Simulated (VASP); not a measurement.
**TiSe2: single point with PBE-based screened hybrid with 40 % exact exchange**

The system is TiSe2.

```
CELL_PARAMETERS angstrom
3.54079 0.00000 0.00000
-1.77039 3.06641 0.00000
0.00000 0.00000 6.09063
ATOMIC_POSITIONS crystal
Ti 0.00000 0.00000 0.00000
Se 0.33333 0.66667 0.24999
Se 0.66667 0.33333 0.75001
```

| Property | Result |
| --- | --- |
| Program | VASP 6.6.1 |
| Task | single point |
| Functional | PBE-based screened hybrid with 40 % exact exchange |
| Potentials or basis | VASP PAW PBE potentials, release 64 (Ti_sv, Se) |
| Cutoff | 400 eV |
| k mesh | 6 × 6 × 2 |
| Occupations | fermi-dirac, width 0.02 eV |
| Spin | no spin polarisation |

```
Pressure               : -0.7 GPa
Largest force          : 0.428 eV/Å
Band gap on the k mesh : 0.41 eV (least direct gap 1.05 eV)
```

Forces in eV/Å, atoms in the order of the input:
```
Ti   0.000  0.000  0.000
Se   0.000  0.000 -0.428
Se   0.000  0.000  0.428
```

Stress tensor (GPa, compression positive):
```
-0.36  0.00  0.00
 0.00 -0.36  0.00
 0.00  0.00 -1.51
```

Levels at points of the mesh, in eV from the valence-band top:
```
           k point  band 10  band 11  band 12  band 13  band 14  band 15
(0.00, 0.00, 0.00)    -0.50     0.00     0.00     1.05     1.05     1.53
(0.50, 0.00, 0.00)    -3.65    -3.54    -2.22     0.62     2.30     2.86
(0.00, 0.00, 0.50)    -3.35    -0.19    -0.19     1.04     1.04     2.12
(0.50, 0.00, 0.50)    -3.72    -2.14    -1.87     0.41     2.27     2.80
```

Wall time 42 min on 1 thread of Intel Xeon 8259CL, on a shared host, peak memory 0.27 GiB.

Caveat: the k points lie up to 0.52 Å⁻¹ apart; the PAW data sets were made with another functional, which shifts forces and pressure a little. A k mesh can miss the band edges.
